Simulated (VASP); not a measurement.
## GaP: electric field gradients with PBEsol

Crystal: GaP.

```
Ga P
1.0
     0.00000    2.71614    2.71614
     2.71614    0.00000    2.71614
     2.71614    2.71614    0.00000
Ga P
1 1
Direct
  0.00000 0.00000 0.00000
  0.75000 0.75000 0.75000
```

This cell differs from its parent crystal: volume scaled by 0.99.

```
Program                : VASP 6.6.1
Task                   : electric field gradients
Functional             : PBEsol
Potentials or basis    : VASP PAW PBE potentials, release 64 (Ga_d, P)
Cutoff                 : 520 eV
k mesh                 : 12 × 12 × 12
Occupations            : fermi-dirac, width 0.08 eV
Spin                   : no spin polarisation
Dipole correction      : no
Further INCAR settings : ALGO = Normal; EDIFF = 1e-08; NBANDS = 16
```

| Property | Result |
| --- | --- |
| Pressure | 0.2 GPa |
| Band gap on the k mesh | 1.45 eV, indirect (least direct gap 1.83 eV) |

Levels at points of the mesh, in eV from the valence-band top:
```
           k point  band 7  band 8  band 9  band 10  band 11  band 12
(0.00, 0.00, 0.00)    0.00    0.00    0.00     1.83     3.83     3.83
(0.50, 0.00, 0.00)   -6.75   -1.14   -1.14     1.62     4.65     4.65
(0.50, 0.50, 0.00)   -6.85   -2.75   -2.75     1.50     1.71    10.63
```

It took 27 s on 1 thread of AMD EPYC 9R45 96-Core Processor (Zen 5), with other jobs on the host, peak memory 0.17 GiB.

Caveat: without QUAD_EFG the Cq values of the log hold for a quadrupole moment of 1 mb, not for the nuclei; the PAW data sets were made with another functional, which shifts forces and pressure a little. A k mesh can miss the band edges.
